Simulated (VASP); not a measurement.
Runs of VASP 6.6.1 on W. The structure is that of space group R-3m (No. 166), or close to it. The cells are those of the table. 

```tsv
cell	further INCAR settings	gap on the mesh (eV)	pressure (GPa)
a = 2.768 Å, angles 111.3°, 1 atom	ALGO = Fast; EDIFF = 1e-07; NBANDS = 13	none	(a)
a = 2.639 Å, angles 107.4°, 1 atom	ALGO = Fast; EDIFF = 1e-06; NBANDS = 13	none	25.8
a = 2.795 Å, angles 111.3°, 1 atom	ALGO = Fast; EDIFF = 1e-07; NBANDS = 13	none	15.2
a = 2.667 Å, angles 107.4°, 1 atom	ALGO = Fast; EDIFF = 1e-06; NBANDS = 13	none	14.2
```

Alike in all rows: task single point; level PBE; potentials or basis VASP PAW PBE potentials, release 64 (W_sv); no spin polarisation; k mesh 20 × 20 × 20; cutoff (eV) 520; smearing gaussian 0.15 eV.

Q: Fill in the values left out.

A: (a) 27.0.

Caveats: the cell stands under pressure; spin-orbit coupling is left out, which moves the levels of the heavy elements.

A k mesh can miss the band edges, and the runs leave out spin-orbit coupling on W.

A gap of «none» marks levels without a gap at the run's occupations.
